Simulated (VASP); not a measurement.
MgI2:

```xyz
3
Lattice="4.0555 0.0000 0.0000 -2.0277 3.5122 0.0000 0.0000 0.0000 6.7396" Properties=species:S:1:pos:R:3 pbc="T T T"
I     2.0277    1.1707    5.0547
I     0.0000    2.3414    1.6849
Mg    0.0000    0.0000    0.0000
```

Base run:

- Program: VASP 6.6.1
- Functional: PBEsol
- Potentials or basis: VASP PAW PBE potentials, release 64 (I, Mg)
- Cutoff: 520 eV
- k mesh: 8 × 8 × 4
- Occupations: fermi-dirac, width 0.05 eV
- Spin: no spin polarisation

Its results: band gap on the k mesh 3.46 eV (least direct gap 3.77 eV); pressure 1.2 GPa; largest force 0.018 eV/Å.

**Question.** The run is repeated on the same cell with these changes: functional from PBEsol to PBE. What comes out?

**Answer.** Band gap on the k mesh 3.53 eV (least direct gap 3.90 eV); pressure 2.8 GPa; largest force 0.027 eV/Å.

PBE binds less tightly than PBEsol, so the same cell stands under more pressure.

Caveats: spin-orbit coupling is left out, which moves the levels of the heavy elements; this functional lacks dispersion, which binds the layers, so the pressure and a relaxed spacing across them are unreliable; the PAW data sets were made with another functional, which shifts forces and pressure a little (at least some runs).

A k mesh can miss the band edges.
